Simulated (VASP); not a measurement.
Write the native input for VASP 6.6.1 that does the following.

| Property | Result |
| --- | --- |
| Task | single point |
| Functional | PBE |
| Potentials or basis | VASP PAW PBE potentials, release 64 (Ta_pv, K_sv, O) |
| Cutoff | 520 eV |
| k mesh | 7 × 7 × 7 |
| Occupations | fermi-dirac, width 0.05 eV |
| Spin | no spin polarisation |
| Dipole correction | no |
| Further INCAR settings | ALGO = Normal; EDIFF = 1e-06; NBANDS = 27 |

The structure of KTaO3 lies in POSCAR:

```
KTaO3
1.0
    3.9883000000      0.0000000000      0.0000000000
    0.0000000000      3.9883000000      0.0000000000
    0.0000000000      0.0000000000      3.9883000000
Ta K O
1 1 3
Direct
    0.0000000000      0.0000000000      0.0000000000
    0.5000000000      0.5000000000      0.5000000000
    0.0000000000      0.0000000000      0.5000000000
    0.0000000000      0.5000000000      0.0000000000
    0.5000000000      0.0000000000      0.0000000000
```

One way to write it, as run:

INCAR

```
SYSTEM = KTaO3
  PREC = Accurate
  ENCUT = 520
  EDIFF = 1E-6
  ISMEAR = -1
  SIGMA = 0.05
  LREAL = .FALSE.
  LASPH = .TRUE.
  NELM = 80
  ALGO = Normal
  ISIF = 2
  LWAVE = .FALSE.
  LCHARG = .FALSE.
  GGA = PE
  NBANDS = 27
```

KPOINTS

```
Automatic mesh
0
G
  7 7 7
  0 0 0
```

Potentials or basis: VASP PAW PBE potentials, release 64 (Ta_pv, K_sv, O).

The run is started by

```bash
$ cat potpaw_PBE.64/Ta_pv/POTCAR potpaw_PBE.64/K_sv/POTCAR potpaw_PBE.64/O/POTCAR > POTCAR
$ mpirun -np 1 vasp_std > vasp.out
```

It gave:

```json
{
  "Pressure": "6.1 GPa",
  "Band gap on the k mesh": "2.23 eV, indirect (least direct gap 2.80 eV)"
}
```

Caveat: spin-orbit coupling is left out, which moves the levels of the heavy elements.

Wall time 33 s on 1 thread of Intel(R) Xeon(R) Platinum 8488C (Sapphire Rapids), on a shared host, peak memory 0.18 GiB.
